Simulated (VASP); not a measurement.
# TaN in VASP: further runs

TaN is run at these levels: PBE, r2SCAN; tasks: single point.

All numbers are computed with VASP 6.6.1; they aren't measurements. Logs are shortened: lines on timing, memory, paths and dates and some standing lists are left out, and cuts for length are marked.

## (1) The cell of the first run

The structure is tetragonal, space group I4/mmm (No. 139). Conventional cell: a = 3.002 Å, b = 3.002 Å, c = 4.423 Å, α = 90.00°, β = 90.00°, γ = 90.00°. Ta (site symmetry 4/mmm) has 6 N at 2.12 to 2.21 Å within 2.8 Å. N (site symmetry 4/mmm) has 6 Ta at 2.12 to 2.21 Å within 2.8 Å.

## (2) Single point, PBE

INCAR reads:

```
  ALGO = Normal
  EDIFF = 1E-7
  ENCUT = 520
  GGA = PE
  ISIF = 2
  ISMEAR = -1
  LASPH = True
  LCHARG = False
  LREAL = False
  LWAVE = False
  NBANDS = 15
  NELM = 60
  PREC = Accurate
  SIGMA = 0.05
```

KPOINTS reads:

```
k-points
0
Gamma
  9 9 9
```

POSCAR reads:

```
TaN
1.0
    0.0000000000      2.1228700800      2.2113230000
    2.1228700800      0.0000000000      2.2113230000
    2.1228700800      2.1228700800      0.0000000000
Ta N
1 1
Direct
    0.5000000000      0.5000000000      0.5000000000
    0.0000000000      0.0000000000      0.0000000000
```

Potentials or basis: VASP PAW PBE potentials, release 64 (Ta_pv, N).

Started as:

```console
cat potpaw_PBE.64/Ta_pv/POTCAR potpaw_PBE.64/N/POTCAR > POTCAR
mpirun -np 1 vasp_std > vasp.out
```

OUTCAR:

```text
EDIFF = 1E-7
   ENCUT = 520
   GGA = PE
   ISIF = 2
   ISMEAR = -1
   LASPH = True
   LREAL = False
   NELM = 60
   PREC = Accurate

 ion  position               nearest neighbor table
   1  0.500  0.500  0.500-   2 2.12   2 2.12   2 2.12   2 2.12   2 2.21   2 2.21
   2  0.000  0.000  0.000-   1 2.12   1 2.12   1 2.12   1 2.12   1 2.21   1 2.21

  LATTYP: Found a body centered tetragonal cell.
 ALAT       =     3.0021916583
 C/A-ratio  =     1.4731391275

  Lattice vectors:

 A1 = (  -2.1228700800,   0.0000000000,   2.2113230000)
 A2 = (   2.1228700800,   0.0000000000,   2.2113230000)
 A3 = (   0.0000000000,   2.1228700800,  -2.2113230000)

Analysis of symmetry for initial positions (statically):
=====================================================================
 Subroutine PRICEL returns:
 Original cell was already a primitive cell.

 Routine SETGRP: Setting up the symmetry group for a
 body centered tetragonal supercell.

 Subroutine GETGRP returns: Found 16 space group operations
 (whereof 16 operations were pure point group operations)
 out of a pool of 16 trial point group operations.

The static configuration has the point symmetry D_4h.

Analysis of symmetry for dynamics (positions and initial velocities):
=====================================================================
 Subroutine PRICEL returns:
 Original cell was already a primitive cell.

 Routine SETGRP: Setting up the symmetry group for a
 body centered tetragonal supercell.

 Subroutine GETGRP returns: Found 16 space group operations
 (whereof 16 operations were pure point group operations)
 out of a pool of 16 trial point group operations.

The dynamic configuration has the point symmetry D_4h.

 Subroutine INISYM returns: Found 16 space group operations
 (whereof 16 operations are pure point group operations),
 and found     1 'primitive' translations

----------------------------------------------------------------------------------------

                                     Primitive cell

  volume of cell :      19.9310

  direct lattice vectors                    reciprocal lattice vectors
     0.000000000  2.122870080  2.211323000    -0.235530193  0.235530193  0.226108985
     2.122870080  0.000000000  2.211323000     0.235530193 -0.235530193  0.226108985
     2.122870080  2.122870080  0.000000000     0.235530193  0.235530193 -0.226108985

  length of vectors
     3.065375472  3.065375472  3.002191658     0.402584422  0.402584422  0.402584422

  position of ions in fractional coordinates (direct lattice)
     0.500000000  0.500000000  0.500000000
     0.000000000  0.000000000  0.000000000

  ion indices of the primitive-cell ions
   primitive index   ion index
                 1           1
                 2           2

----------------------------------------------------------------------------------------

 KPOINTS: k-points

Automatic generation of k-mesh.
 Grid dimensions read from file:
 generate k-points for:    9    9    9

 Generating k-lattice:

  Cartesian coordinates                     Fractional coordinates (reciprocal lattice)
    -0.026170021  0.026170021  0.025123221     0.111111111 -0.000000000  0.000000000
     0.026170021 -0.026170021  0.025123221    -0.000000000  0.111111111  0.000000000
     0.026170021  0.026170021 -0.025123221     0.000000000  0.000000000  0.111111111

  Length of vectors
     0.044731602  0.044731602  0.044731602

  Shift w.r.t. Gamma in fractional coordinates (k-lattice)
     0.000000000  0.000000000  0.000000000

 Subroutine IBZKPT returns following result:
 ===========================================

 Found     75 irreducible k-points:

 Following reciprocal coordinates:
            Coordinates               Weight
  0.000000  0.000000  0.000000      1.000000
  0.111111  0.000000  0.000000      8.000000
  0.222222  0.000000  0.000000      8.000000
  0.333333  0.000000  0.000000      8.000000
  0.444444  0.000000  0.000000      8.000000
  0.111111  0.111111  0.000000      2.000000
[... 16 lines left out ...]
 -0.333333  0.333333  0.000000      4.000000
  0.444444  0.444444  0.000000      2.000000
 [... further k-points ...]
   k-points           NKPTS =     75   k-points in BZ     NKDIM =     75   number of bands    NBANDS=     15
   number of dos      NEDOS =    301   number of ions     NIONS =      2
   total plane-waves  NPLWV =  13824
   dimension x,y,z NGX =    24 NGY =   24 NGZ =   24
   dimension x,y,z NGXF=    48 NGYF=   48 NGZF=   48
   ions per type =               1   1
   NGX,Y,Z   is equivalent  to a cutoff of  13.02, 13.02, 13.29 a.u.
   NGXF,Y,Z  is equivalent  to a cutoff of  26.03, 26.03, 26.58 a.u.
 SYSTEM =  unknown system
   PREC   = accura    normal or accurate (medium, high low for compatibility)
   ISTART =      0    job   : 0-new  1-cont  2-samecut
   ICHARG =      2    charge: 1-file 2-atom 10-const
   ISPIN  =      1    spin polarized calculation?
   LNONCOLLINEAR =      F non collinear calculations
   LSORBIT =      F    spin-orbit coupling
   LASPH  =      T    aspherical Exc in radial PAW
   ENCUT  =  520.0 eV  38.22 Ry    6.18 a.u.   5.70  5.70  5.58*2*pi/ulx,y,z
   NELM   =     60;   NELMIN=  2; NELMDL= -5     # of ELM steps
   EDIFF  = 0.1E-06   stopping-criterion for ELM
   LREAL  =      F    real-space projection
   EDIFFG = 0.1E-05   stopping-criterion for IOM
   NSW    =      0    number of steps for IOM
   IBRION =     -1    ionic relax: 0-MD 1-quasi-New 2-CG
   NFREE  =      0    steps in history (QN), initial steepest desc. (CG)
   ISIF   =      2    stress and relaxation
   ISYM   =      2    0-nonsym 1-usesym 2-fastsym
   POTIM  = 0.5000    time-step for ionic-motion
   TEBEG  =    0.0;   TEEND  =   0.0 temperature during run
   PSTRESS=    0.0 pullay stress
   NELECT =      16.0000    total number of electrons
   NUPDOWN=      -1.0000    fix difference up-down
   EMIN   =  10.00;   EMAX   =-10.00  energy-range for DOS
   EFERMI =   0.00;   METHOD = LEGACY
   ISMEAR =    -1;   SIGMA  =   0.05  broadening in eV -4-tet -1-fermi 0-gaus
   EFERMI_NEDOS =   21; number of points for ismear=-14 and -15
   IALGO  =     38    algorithm
   IMIX   =      4    mixing-type and parameters
     AMIX     =   0.40;   BMIX     =  1.00
     AMIX_MAG =   1.60;   BMIX_MAG =  1.00
  volume/ion in A,a.u.               =       9.97        67.25
  Fermi-wavevector in a.u.,A,eV,Ry     =   1.521500  2.875217 31.496954  2.314961
  Thomas-Fermi vector in A             =   2.630206
   LORBIT       =      0    0 simple, 1 ext, 2 COOP (PROOUT), +10 PAW based schemes
   GGA     = PE    functional components
   LHFCALC =     F    Hartree Fock is set to
   AEXX    =    0.0000 exact exchange contribution
   IVDW    =     0    specifies the selected vdW correction
   LEPSILON=     F    determine dielectric tensor
   LRPA    =     F    only Hartree local field effects (RPA)
 non-spin polarized calculation
  energy-cutoff  :      520.00
  volume of cell :       19.93
 maximum number of plane-waves:       548
   NGX = 11   NGY = 11   NGZ = 11

 number of electron      15.9999997 magnetization

 Free energy of the ion-electron system (eV)
  ---------------------------------------------------
  ext. energy  EPLUGINS =         0.00000000
  ---------------------------------------------------
  free energy    TOTEN  =       -21.61868253 eV

  energy without entropy =      -21.61095949  energy(sigma->0) =      -21.61482101

 E-fermi :  10.1921     XC(G=0): -13.7968

 val. band max:       10.1819608356   @ k =  -0.3333   0.2222   0.1111
 cond. band min:      10.2014079127   @ k =   0.2222   0.1111   0.0000
 fundamental gap:      0.0194470771
 Fermi energy:        10.1920803916

 k-point     1 :       0.0000    0.0000    0.0000
  band No.  band energies     occupation
      1     -25.3561      2.00000
      2     -25.3307      2.00000
      3     -25.3307      2.00000
      4      -9.1195      2.00000
      5       6.1355      2.00000
      6       6.3466      2.00000
      7       6.3466      2.00000
      8       7.6601      2.00000
      9       8.1972      2.00000
     10       8.1972      2.00000
     11       9.8142      1.99896
     12      10.6898      0.00009
     13      12.6881      0.00000
     14      19.7454      0.00000
     15      22.8332      0.00000

 k-point     2 :       0.1111    0.0000    0.0000
  band No.  band energies     occupation
      1     -25.4788      2.00000
      2     -25.3637      2.00000
      3     -25.3387      2.00000
      4      -8.7824      2.00000
      5       4.8922      2.00000
      6       5.2558      2.00000
      7       5.3960      2.00000
      8       8.2741      2.00000
      9       8.6165      2.00000
     10       8.6495      2.00000
     11      10.9872      0.00000
     12      11.9257      0.00000
     13      13.5282      0.00000
     14      20.7237      0.00000
     15      22.8328      0.00000

 k-point     3 :       0.2222    0.0000    0.0000
  band No.  band energies     occupation
      1     -25.8160      2.00000
      2     -25.4044      2.00000
      3     -25.3587      2.00000
      4      -7.8901      2.00000
      5       2.7815      2.00000
      6       3.8506      2.00000
      7       3.9611      2.00000
      8       9.2512      2.00000
      9       9.5015      2.00000
     10       9.6082      1.99998
     11      13.2209      0.00000
     12      14.3516      0.00000
     13      15.2188      0.00000
     14      22.7972      0.00000
     15      22.8685      0.00000
[... 343 lines left out ...]
 k-point    23 :      -0.3333    0.3333    0.0000
  band No.  band energies     occupation
      1     -26.0795      2.00000
      2     -25.9901      2.00000
      3     -25.5008      2.00000
      4      -6.6319      2.00000
      5       1.3085      2.00000
      6       2.8924      2.00000
      7       3.0989      2.00000
      8       9.5931      1.99999
      9      12.5151      0.00000
     10      12.5594      0.00000
     11      14.4013      0.00000
     12      17.6934      0.00000
     13      20.8866      0.00000
     14      21.6387      0.00000
     15      22.4000      0.00000

 k-point    24 :       0.4444    0.4444    0.0000
  band No.  band energies     occupation
      1     -26.2298      2.00000
      2     -25.6354      2.00000
      3     -25.6354      2.00000
      4      -7.8502      2.00000
      5       3.0039      2.00000
      6       4.4910      2.00000
      7       5.6146      2.00000
      8       5.6146      2.00000
      9      12.5542      0.00000
     10      14.1158      0.00000
     11      14.1158      0.00000
     12      15.3892      0.00000
     13      17.9978      0.00000
     14      20.0033      0.00000
     15      22.8434      0.00000

 [... further k-points ...]

------------------------ aborting loop because EDIFF is reached ----------------------------------------

  FORCE on cell =-STRESS in cart. coord.  units (eV):
  Direction    XX          YY          ZZ          XY          YZ          ZX
  --------------------------------------------------------------------------------------
  -------------------------------------------------------------------------------------
  Total        5.5275918      5.5275918      1.3793629      0.0000000      0.0000000      0.0000000
  in kB      444.3421719    444.3421719    110.8817640      0.0000000      0.0000000      0.0000000
  external PRESSURE =     333.1887026 kB  Pullay stress =       0.0000000 kB

 VOLUME and BASIS-vectors are now :
 -----------------------------------------------------------------------------
  energy-cutoff  :      520.00
  volume of cell :       19.93
      direct lattice vectors                 reciprocal lattice vectors
     0.000000000  2.122870080  2.211323000    -0.235530193  0.235530193  0.226108985
     2.122870080  0.000000000  2.211323000     0.235530193 -0.235530193  0.226108985
     2.122870080  2.122870080  0.000000000     0.235530193  0.235530193 -0.226108985

 POSITION                                       TOTAL-FORCE (eV/Angst)
 -----------------------------------------------------------------------------------
      2.12287      2.12287      2.21132         0.000000      0.000000     -0.000000
      0.00000      0.00000      0.00000         0.000000      0.000000      0.000000
 -----------------------------------------------------------------------------------
    total drift:                                0.000000     -0.000000     -0.000000

  FREE ENERGIE OF THE ION-ELECTRON SYSTEM (eV)
  ---------------------------------------------------
  free  energy   TOTEN  =       -21.6186825312 eV

  energy  without entropy=      -21.6109594944  energy(sigma->0) =      -21.61482101
```

It took 12 s on 1 thread of Intel Xeon Platinum 8488C (Sapphire Rapids), shared host; peak memory 0.15 GiB.

What came out:

| Quantity | Value |
| --- | --- |
| Free energy | -21.6187 eV |
| Pressure | 33.3 GPa |
| Band gap on the k mesh | zero (band 8 reaches 12.00 eV, above the bottom of band 9 at 8.20 eV) |

Stress tensor (GPa, compression positive):
```
44.43  0.00  0.00
 0.00 44.43  0.00
 0.00  0.00 11.09
```

Caveat: spin-orbit coupling is left out, which moves the levels of the heavy elements.

## (3) Single point, PBE

This run uses another cell than the first one, of 10.39 Å³/atom, 1.042 times its volume.

INCAR reads:

```
PREC = Accurate ; ENCUT = 520
EDIFF = 1E-7 ; ISMEAR = -1
SIGMA = 0.05 ; LREAL = False
LASPH = True ; NELM = 60
ALGO = Normal ; ISIF = 2
LWAVE = False ; LCHARG = False
GGA = PE ; NBANDS = 15
```

KPOINTS reads:

```
regular mesh
0
Gamma
  9 9 9
```

POSCAR reads:

```
TaN
1.0
    0.0000000000      2.1670965400      2.2113230000
    2.1670965400      0.0000000000      2.2113230000
    2.1670965400      2.1670965400      0.0000000000
Ta N
1 1
Direct
    0.5000000000      0.5000000000      0.5000000000
    0.0000000000      0.0000000000      0.0000000000
```

Potentials or basis: VASP PAW PBE potentials, release 64 (Ta_pv, N).

Started as:

```console
cat potpaw_PBE.64/Ta_pv/POTCAR potpaw_PBE.64/N/POTCAR > POTCAR
mpirun -np 1 vasp_std > vasp.out
```

It took 18 s on 1 thread of Intel Xeon Platinum 8488C (Sapphire Rapids), shared host; peak memory 0.15 GiB.

The run converged. Its results:

* Free energy: -21.7836 eV
* Pressure: 14.4 GPa
* Band gap on the k mesh: zero (band 8 reaches 11.42 eV, above the bottom of band 9 at 7.73 eV)

Stress tensor (GPa, compression positive):
```
19.29  0.00  0.00
 0.00 19.29  0.00
 0.00  0.00  4.53
```

Levels at points of the mesh, in eV from the Fermi level:
| k point | band 4 | band 5 | band 6 | band 7 | band 8 | band 9 | band 10 | band 11 | band 12 | band 13 |
| --- | --- | --- | --- | --- | --- | --- | --- | --- | --- | --- |
| (0.00, 0.00, 0.00) | -18.95 | -3.85 | -3.76 | -3.76 | -2.22 | -1.98 | -1.98 | -0.05 | 0.33 | 1.92 |

Caveat: spin-orbit coupling is left out, which moves the levels of the heavy elements.

## (4) Single point, r2SCAN

This run uses another cell than the first one, of 9.87 Å³/atom, 0.991 times its volume.

POSCAR reads:

```
TaN
1.0
    0.0000000000      2.1452683594      2.1452683594
    2.1452683594      0.0000000000      2.1452683594
    2.1452683594      2.1452683594      0.0000000000
Ta N
1 1
Direct
    0.5000000000      0.5000000000      0.5000000000
    0.0000000000      0.0000000000      0.0000000000
```

INCAR.step1 reads:

```
ALGO = Normal
EDIFF = 1E-4
ENCUT = 520
GGA = PE
ISMEAR = -1
LASPH = T
LCHARG = F
LREAL = F
LWAVE = T
NBANDS = 15
NELM = 60
PREC = Accurate
SIGMA = 0.05
```

INCAR.step2 reads:

```
ALGO = Normal
EDIFF = 1E-6
ENCUT = 520
ISIF = 2
ISMEAR = -1
ISTART = 1
LASPH = T
LCHARG = F
LMIXTAU = T
LREAL = F
LWAVE = F
METAGGA = R2SCAN
NBANDS = 15
NELM = 60
PREC = Accurate
SIGMA = 0.05
```

KPOINTS reads:

```
k-points
0
Gamma
  10 10 10
```

Started as:

```console
cat potpaw_PBE.64/Ta_pv/POTCAR potpaw_PBE.64/N/POTCAR > POTCAR
cp INCAR.step1 INCAR
mpirun -np 1 vasp_std > vasp.out
cp INCAR.step2 INCAR
mpirun -np 1 vasp_std > vasp.out
```

Run time: 34 s. Hardware: 1 thread of Intel Xeon Platinum 8488C (Sapphire Rapids), shared host; peak memory 0.15 GiB.

It converged, with:

```
Free energy            : -59.4872 eV
Pressure               : 32.6 GPa
Band gap on the k mesh : zero (band 8 reaches 12.64 eV, above the bottom of band 9 at 8.08 eV)
```

Levels at points of the mesh, in eV from the Fermi level:
| k point | band 4 | band 5 | band 6 | band 7 | band 8 | band 9 | band 10 | band 11 | band 12 | band 13 |
| --- | --- | --- | --- | --- | --- | --- | --- | --- | --- | --- |
| (0.00, 0.00, 0.00) | -20.66 | -4.38 | -4.38 | -4.38 | -2.41 | -2.41 | -2.41 | 0.11 | 0.11 | 2.44 |
| (0.50, 0.00, 0.00) | -17.17 | -11.50 | -8.60 | -8.60 | 2.14 | 2.14 | 2.30 | 4.31 | 8.64 | 8.64 |
| (0.50, 0.50, 0.00) | -19.43 | -7.24 | -6.20 | -5.19 | -5.19 | 2.42 | 3.96 | 3.96 | 5.52 | 8.28 |

Caveat: the PAW data sets were made with another functional, which shifts forces and pressure a little; spin-orbit coupling is left out, which moves the levels of the heavy elements.

(Continued in part 2 of 2.)
